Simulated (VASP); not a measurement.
# BaO (Fm-3m) in VASP: single point with PBE0

Aim: the single point of BaO with PBE0.

All numbers are computed with VASP 6.6.1; they aren't measurements. Logs are shortened: lines on timing, memory, paths and dates and some standing lists are left out, and cuts for length are marked.

### Step 1. The cell of the first run

Symmetry: Fm-3m, No. 225, cubic system. Conventional cell: a = 5.573 Å, b = 5.573 Å, c = 5.573 Å, α = 90.00°, β = 90.00°, γ = 90.00°. Ba (site symmetry m-3m) has 6 O at 2.79 Å within 3.7 Å. O (site symmetry m-3m) has 6 Ba at 2.79 Å within 3.7 Å.

### Step 2. Single point, PBE0

POSCAR reads:

```
BaO
1.0
    0.0000000000      2.7866632411      2.7866632411
    2.7866632411      0.0000000000      2.7866632411
    2.7866632411      2.7866632411      0.0000000000
Ba O
1 1
Direct
    0.0000000000      0.0000000000      0.0000000000
    0.5000000000      0.5000000000      0.5000000000
```

INCAR.step1 reads:

```
  ALGO = Normal
  EDIFF = 1E-5
  ENCUT = 520
  GGA = PE
  GGA_COMPAT = F
  ISIF = 2
  ISMEAR = 0
  LASPH = T
  LCHARG = F
  LREAL = F
  LWAVE = T
  NBANDS = 15
  NELM = 120
  PREC = Accurate
  SIGMA = 0.02
```

INCAR.step2 reads:

```
  AEXX = 0.25
  ALGO = Normal
  EDIFF = 1E-6
  ENCUT = 520
  GGA = PE
  GGA_COMPAT = F
  ISIF = 2
  ISMEAR = 0
  ISTART = 1
  LASPH = T
  LCHARG = F
  LHFCALC = T
  LREAL = F
  LWAVE = F
  NBANDS = 15
  NELM = 120
  PREC = Accurate
  PRECFOCK = Normal
  SIGMA = 0.02
```

KPOINTS reads:

```
k-points
0
Gamma
  6 6 6
```

Potentials or basis: VASP PAW PBE potentials, release 64 (Ba_sv, O).

Launch:

```sh
$ cat potpaw_PBE.64/Ba_sv/POTCAR potpaw_PBE.64/O/POTCAR > POTCAR
$ cp INCAR.step1 INCAR
$ mpirun -np 1 vasp_std > vasp.out
$ cp INCAR.step2 INCAR
$ mpirun -np 1 vasp_std > vasp.out
```

OUTCAR:

```text
AEXX = 0.25
   EDIFF = 1E-6
   ENCUT = 520
   GGA = PE
   ISIF = 2
   ISMEAR = 0
   ISTART = 1
   LASPH = T
   LHFCALC = T
   LREAL = F
   NELM = 120
   PREC = Accurate
   PRECFOCK = Normal

 ion  position               nearest neighbor table
   1  0.000  0.000  0.000-   2 2.79   2 2.79   2 2.79   2 2.79   2 2.79   2 2.79
   2  0.500  0.500  0.500-   1 2.79   1 2.79   1 2.79   1 2.79   1 2.79   1 2.79

  LATTYP: Found a face centered cubic cell.
 ALAT       =     5.5733264822

  Lattice vectors:

 A1 = (   0.0000000000,   2.7866632411,   2.7866632411)
 A2 = (   2.7866632411,   0.0000000000,   2.7866632411)
 A3 = (   2.7866632411,   2.7866632411,   0.0000000000)

Analysis of symmetry for initial positions (statically):
=====================================================================
 Subroutine PRICEL returns:
 Original cell was already a primitive cell.

 Routine SETGRP: Setting up the symmetry group for a
 face centered cubic supercell.

 Subroutine GETGRP returns: Found 48 space group operations
 (whereof 48 operations were pure point group operations)
 out of a pool of 48 trial point group operations.

The static configuration has the point symmetry O_h .

Analysis of symmetry for dynamics (positions and initial velocities):
=====================================================================
 Subroutine PRICEL returns:
 Original cell was already a primitive cell.

 Routine SETGRP: Setting up the symmetry group for a
 face centered cubic supercell.

 Subroutine GETGRP returns: Found 48 space group operations
 (whereof 48 operations were pure point group operations)
 out of a pool of 48 trial point group operations.

The dynamic configuration has the point symmetry O_h .

 Subroutine INISYM returns: Found 48 space group operations
 (whereof 48 operations are pure point group operations),
 and found     1 'primitive' translations

----------------------------------------------------------------------------------------

                                     Primitive cell

  volume of cell :      43.2796

  direct lattice vectors                    reciprocal lattice vectors
     0.000000000  2.786663241  2.786663241    -0.179426058  0.179426058  0.179426058
     2.786663241  0.000000000  2.786663241     0.179426058 -0.179426058  0.179426058
     2.786663241  2.786663241  0.000000000     0.179426058  0.179426058 -0.179426058

  length of vectors
     3.940936949  3.940936949  3.940936949     0.310775048  0.310775048  0.310775048

  position of ions in fractional coordinates (direct lattice)
     0.000000000  0.000000000  0.000000000
     0.500000000  0.500000000  0.500000000

  ion indices of the primitive-cell ions
   primitive index   ion index
                 1           1
                 2           2

----------------------------------------------------------------------------------------

 KPOINTS: k-points

Automatic generation of k-mesh.
 Grid dimensions read from file:
 generate k-points for:    6    6    6

 Generating k-lattice:

  Cartesian coordinates                     Fractional coordinates (reciprocal lattice)
    -0.029904343  0.029904343  0.029904343     0.166666667  0.000000000  0.000000000
     0.029904343 -0.029904343  0.029904343     0.000000000  0.166666667  0.000000000
     0.029904343  0.029904343 -0.029904343     0.000000000  0.000000000  0.166666667

  Length of vectors
     0.051795841  0.051795841  0.051795841

  Shift w.r.t. Gamma in fractional coordinates (k-lattice)
     0.000000000  0.000000000  0.000000000

 Subroutine IBZKPT returns following result:
 ===========================================

 Found     16 irreducible k-points:

 Following reciprocal coordinates:
            Coordinates               Weight
  0.000000  0.000000  0.000000      1.000000
  0.166667  0.000000  0.000000      8.000000
  0.333333  0.000000  0.000000      8.000000
  0.500000  0.000000  0.000000      4.000000
  0.166667  0.166667  0.000000      6.000000
  0.333333  0.166667  0.000000     24.000000
[... 8 lines left out ...]
 -0.333333  0.333333  0.166667     24.000000
 -0.333333  0.500000  0.166667     12.000000
   k-points           NKPTS =     16   k-points in BZ     NKDIM =    216   number of bands    NBANDS=     15
   number of dos      NEDOS =    301   number of ions     NIONS =      2
   total plane-waves  NPLWV =  27000
   dimension x,y,z NGX =    30 NGY =   30 NGZ =   30
   dimension x,y,z NGXF=    60 NGYF=   60 NGZF=   60
   ions per type =               1   1
   NGX,Y,Z   is equivalent  to a cutoff of  12.66, 12.66, 12.66 a.u.
   NGXF,Y,Z  is equivalent  to a cutoff of  25.31, 25.31, 25.31 a.u.
 SYSTEM =  unknown system
   PREC   = accura    normal or accurate (medium, high low for compatibility)
   ISTART =      1    job   : 0-new  1-cont  2-samecut
   ICHARG =      0    charge: 1-file 2-atom 10-const
   ISPIN  =      1    spin polarized calculation?
   LNONCOLLINEAR =      F non collinear calculations
   LSORBIT =      F    spin-orbit coupling
   LASPH  =      T    aspherical Exc in radial PAW
   ENCUT  =  520.0 eV  38.22 Ry    6.18 a.u.   7.33  7.33  7.33*2*pi/ulx,y,z
   NELM   =    120;   NELMIN=  2; NELMDL=  0     # of ELM steps
   EDIFF  = 0.1E-05   stopping-criterion for ELM
   LREAL  =      F    real-space projection
   EDIFFG = 0.1E-04   stopping-criterion for IOM
   NSW    =      0    number of steps for IOM
   IBRION =     -1    ionic relax: 0-MD 1-quasi-New 2-CG
   NFREE  =      0    steps in history (QN), initial steepest desc. (CG)
   ISIF   =      2    stress and relaxation
   ISYM   =      3    0-nonsym 1-usesym 2-fastsym
   POTIM  = 0.5000    time-step for ionic-motion
   TEBEG  =    0.0;   TEEND  =   0.0 temperature during run
   PSTRESS=    0.0 pullay stress
   NELECT =      16.0000    total number of electrons
   NUPDOWN=      -1.0000    fix difference up-down
   EMIN   =  10.00;   EMAX   =-10.00  energy-range for DOS
   EFERMI =   0.00;   METHOD = LEGACY
   ISMEAR =     0;   SIGMA  =   0.02  broadening in eV -4-tet -1-fermi 0-gaus
   EFERMI_NEDOS =   21; number of points for ismear=-14 and -15
   IALGO  =     38    algorithm
   IMIX   =      1    mixing-type and parameters
     AMIX     =   0.40;   BMIX     =  1.00
     AMIX_MAG =   1.60;   BMIX_MAG =  1.00
  volume/ion in A,a.u.               =      21.64       146.03
  Fermi-wavevector in a.u.,A,eV,Ry     =   1.174953  2.220338 18.783027  1.380514
  Thomas-Fermi vector in A             =   2.311341
   LORBIT       =      0    0 simple, 1 ext, 2 COOP (PROOUT), +10 PAW based schemes
   GGA     = PE    functional components
   LHFCALC =     T    Hartree Fock is set to
   PRECFOCK=normal    Normal, Fast or Accurate (Low or Medium for compatibility)
   ENCUT4O =  -1.0   cutoff for four orbital integrals eV
   NKREDX  =     1    reduce k-point grid by
   NKREDY  =     1    reduce k-point grid by
   NKREDZ  =     1    reduce k-point grid by
   AEXX    =    0.2500 exact exchange contribution
   HFSCREEN=    0.0000 screening length (either q_TF or 0.3 A-1)
   HFSCREENC=   0.0000 screening length for correlation (either q_TF or 0.3 A-1)
   ENCUTFOCK=  -1.0 apply spherical cutoff to Coloumb kernel
   IVDW    =     0    specifies the selected vdW correction
   LEPSILON=     F    determine dielectric tensor
   LRPA    =     F    only Hartree local field effects (RPA)
 non-spin polarized calculation
 Gauss-broadening in eV      SIGMA  =   0.02
  energy-cutoff  :      520.00
  volume of cell :       43.28
 maximum number of plane-waves:      1211
 NGX is ok and might be reduce to    30
  NGX = 24; NGY = 24; NGZ = 24

 number of electron      16.0000000 magnetization

 Free energy of the ion-electron system (eV)
  ---------------------------------------------------
  ext. energy  EPLUGINS =         0.00000000
  ---------------------------------------------------
  free energy    TOTEN  =       -14.45649088 eV

  energy without entropy =      -14.45649088  energy(sigma->0) =      -14.45649088

 E-fermi :   0.5864     XC(G=0):  -7.5084

 val. band max:        0.4038017063   @ k =   0.5000   0.5000   0.0000
 cond. band min:       4.4503772172   @ k =   0.5000   0.5000   0.0000
 fundamental gap:      4.0465755109
 Fermi energy:         0.5863893965

 k-point     1 :       0.0000    0.0000    0.0000
  band No.  band energies     occupation
      1     -27.0207      2.00000
      2     -16.0725      2.00000
      3     -10.4561      2.00000
      4     -10.4561      2.00000
      5     -10.4561      2.00000
      6       0.0676      2.00000
      7       0.0676      2.00000
      8       0.0676      2.00000
      9       5.9104      0.00000
     10       7.2829      0.00000
     11       7.2829      0.00000
     12       7.2829      0.00000
     13       9.5853      0.00000
     14       9.5853      0.00000
     15      12.4945      0.00000

 k-point     2 :       0.1667    0.0000    0.0000
  band No.  band energies     occupation
      1     -26.9561      2.00000
      2     -16.2362      2.00000
      3     -10.5306      2.00000
      4     -10.4851      2.00000
      5     -10.4851      2.00000
      6      -0.4694      2.00000
      7      -0.2715      2.00000
      8      -0.2715      2.00000
      9       6.8900      0.00000
     10       7.2152      0.00000
     11       7.8073      0.00000
     12       7.8073      0.00000
     13      10.2987      0.00000
     14      10.2987      0.00000
     15      14.1400      0.00000

 k-point     3 :       0.3333    0.0000    0.0000
  band No.  band energies     occupation
      1     -26.8220      2.00000
      2     -16.5681      2.00000
      3     -10.6680      2.00000
      4     -10.5415      2.00000
      5     -10.5415      2.00000
      6      -1.2920      2.00000
      7      -0.8562      2.00000
      8      -0.8562      2.00000
      9       7.1825      0.00000
     10       9.0777      0.00000
     11       9.0777      0.00000
     12       9.3692      0.00000
     13      11.9144      0.00000
     14      11.9144      0.00000
     15      16.4922      0.00000

 k-point     4 :       0.5000    0.0000    0.0000
  band No.  band energies     occupation
      1     -26.7524      2.00000
      2     -16.7362      2.00000
      3     -10.7312      2.00000
      4     -10.5689      2.00000
      5     -10.5689      2.00000
      6      -1.6370      2.00000
      7      -1.1144      2.00000
      8      -1.1144      2.00000
      9       7.5073      0.00000
     10       9.8787      0.00000
     11       9.8787      0.00000
     12      10.6210      0.00000
     13      13.3528      0.00000
     14      13.3528      0.00000
     15      16.0999      0.00000
[... 163 lines left out ...]
 k-point    14 :       0.5000    0.3333    0.1667
  band No.  band energies     occupation
      1     -26.7406      2.00000
      2     -16.4867      2.00000
      3     -11.1465      2.00000
      4     -11.1282      2.00000
      5     -10.6142      2.00000
      6      -0.8746      2.00000
      7      -0.6467      2.00000
      8       0.0749      2.00000
      9       6.1683      0.00000
     10       8.6617      0.00000
     11       9.8026      0.00000
     12      10.5817      0.00000
     13      12.0415      0.00000
     14      13.7701      0.00000
     15      15.5553      0.00000

 k-point    15 :      -0.3333    0.3333    0.1667
  band No.  band energies     occupation
      1     -26.6966      2.00000
      2     -16.5081      2.00000
      3     -11.3368      2.00000
      4     -11.3294      2.00000
      5     -10.5622      2.00000
      6      -1.0680      2.00000
      7      -0.1681      2.00000
      8      -0.1374      2.00000
      9       7.3085      0.00000
     10       7.5591      0.00000
     11       9.9860      0.00000
     12      11.2931      0.00000
     13      12.7446      0.00000
     14      14.5453      0.00000
     15      15.1940      0.00000

 k-point    16 :      -0.3333    0.5000    0.1667
  band No.  band energies     occupation
      1     -26.6793      2.00000
      2     -16.3812      2.00000
      3     -11.7757      2.00000
      4     -11.3125      2.00000
      5     -10.6755      2.00000
      6      -0.6854      2.00000
      7       0.1813      2.00000
      8       0.2863      2.00000
      9       5.7782      0.00000
     10       8.8033      0.00000
     11       9.2825      0.00000
     12      12.3235      0.00000
     13      12.5341      0.00000
     14      14.7516      0.00000
     15      15.0493      0.00000

------------------------ aborting loop because EDIFF is reached ----------------------------------------

  FORCE on cell =-STRESS in cart. coord.  units (eV):
  Direction    XX          YY          ZZ          XY          YZ          ZX
  --------------------------------------------------------------------------------------
  -------------------------------------------------------------------------------------
  Total       -0.0511872     -0.0511872     -0.0511872     -0.0000000     -0.0000000     -0.0000000
  in kB       -1.8949102     -1.8949102     -1.8949102     -0.0000000     -0.0000000     -0.0000000
  external PRESSURE =      -1.8949102 kB  Pullay stress =       0.0000000 kB

 VOLUME and BASIS-vectors are now :
 -----------------------------------------------------------------------------
  energy-cutoff  :      520.00
  volume of cell :       43.28
      direct lattice vectors                 reciprocal lattice vectors
     0.000000000  2.786663241  2.786663241    -0.179426058  0.179426058  0.179426058
     2.786663241  0.000000000  2.786663241     0.179426058 -0.179426058  0.179426058
     2.786663241  2.786663241  0.000000000     0.179426058  0.179426058 -0.179426058

 POSITION                                       TOTAL-FORCE (eV/Angst)
 -----------------------------------------------------------------------------------
      0.00000      0.00000      0.00000         0.000000      0.000000      0.000000
      2.78666      2.78666      2.78666         0.000000     -0.000000     -0.000000
 -----------------------------------------------------------------------------------
    total drift:                                0.000000      0.000000      0.000000

  FREE ENERGIE OF THE ION-ELECTRON SYSTEM (eV)
  ---------------------------------------------------
  free  energy   TOTEN  =       -14.4564908810 eV

  energy  without entropy=      -14.4564908810  energy(sigma->0) =      -14.45649088
```

It took 35 min on 1 thread of Intel Xeon Platinum 8259CL at 2.50GHz (Skylake/Cascade Lake), shared host; peak memory 0.19 GiB.

Results:

| Quantity | Value |
| --- | --- |
| Free energy | -14.4565 eV |
| Pressure | -0.2 GPa |
| Band gap on the k mesh | 4.05 eV |

Levels at points of the mesh, in eV from the valence-band top:
| k point | band 5 | band 6 | band 7 | band 8 | band 9 | band 10 | band 11 | band 12 |
| --- | --- | --- | --- | --- | --- | --- | --- | --- |
| (0.00, 0.00, 0.00) | -10.86 | -0.34 | -0.34 | -0.34 | 5.51 | 6.88 | 6.88 | 6.88 |
| (0.50, 0.00, 0.00) | -10.97 | -2.04 | -1.52 | -1.52 | 7.10 | 9.47 | 9.47 | 10.22 |
| (0.50, 0.50, 0.00) | -11.46 | -0.15 | -0.15 | 0.00 | 4.05 | 8.15 | 11.21 | 11.59 |

Caveat: the PAW data sets were made with another functional, which shifts forces and pressure a little; spin-orbit coupling is left out, which moves the levels of the heavy elements. A k mesh can miss the band edges.
